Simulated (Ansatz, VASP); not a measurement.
# HfB2: VASP beside Ansatz

```
Hf B
1.0
     3.13268    0.00000    0.00000
    -1.56634    2.71298    0.00000
     0.00000    0.00000    3.47921
Hf B
1 2
Direct
  0.00000 0.00000 0.00000
  0.33333 0.66667 0.50000
  0.66667 0.33333 0.50000
```

Alike in both runs: task single point; functional LDA; k mesh 3 × 3 × 2; occupations gaussian, width 0.1 eV; no spin polarisation; Hubbard terms Hf d U = 3.5 eV.

|  | VASP | Ansatz |
| --- | --- | --- |
| version | VASP 6.6.1 | Ansatz 0.2.0 |
| potentials or method | VASP PAW LDA potentials, release 64 (Hf_pv, B), cutoff 500 eV | scalar-relativistic, plane waves, PAW |
| valence electrons in the cell | 16 | 32 |

```csv
,VASP,Ansatz,Ansatz less VASP
gap on the k mesh at the Fermi level (eV),none,none,-
pressure (GPa),0.5,-6.7,-7.22
"traceless stress, the component that is largest in VASP (GPa)",-3.17,-3.58,-0.409
```

LDA's correlation is that of Perdew and Zunger in VASP and of Perdew and Wang (1992) in Ansatz. The programs project onto different local orbitals, so the same U acts differently, and such runs can settle in different states. A gap of «none» marks a metal or a gap that the smearing closes. VASP's potentials hold 16 valence electrons a cell and Ansatz's 32, so a difference there can come from the potentials and not from the codes. Ansatz's warnings: filled band counts differ across k points, stress scf threshold missed.

The k mesh is coarse, so the values compare programs but aren't converged. Spin-orbit coupling is off throughout.
